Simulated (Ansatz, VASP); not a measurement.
**NaCl: VASP beside Ansatz**

```xyz
2
Lattice="0.0000 2.7941 2.7941 2.7941 0.0000 2.7941 2.7941 2.7941 0.0000" Properties=species:S:1:pos:R:3 pbc="T T T"
Cl    2.7941    2.7941    2.7941
Na    0.0000    0.0000    0.0000
```

Alike in both runs: task single point; functional PBE; k mesh 5 × 5 × 5; occupations fermi-dirac, width 0.04 eV; no spin polarisation.

|  | VASP | Ansatz |
| --- | --- | --- |
| version | VASP 6.6.1 | Ansatz 0.2.0 |
| potentials or method | VASP PAW PBE potentials, release 64 (Cl, Na_pv), cutoff 520 eV | all-electron LAPW, scalar-relativistic |

Ansatz gave:

* gap on the k mesh at the Fermi level (eV): 5.22
* least direct gap on the mesh (eV): 5.22
* pressure (GPa): 1.6

Q: What did VASP give for the same quantities?

A: gap on the k mesh at the Fermi level (eV): 5.22; least direct gap on the mesh (eV): 5.22; pressure (GPa): 1.5.

Ansatz ran all-electron here, and VASP with PAW potentials.
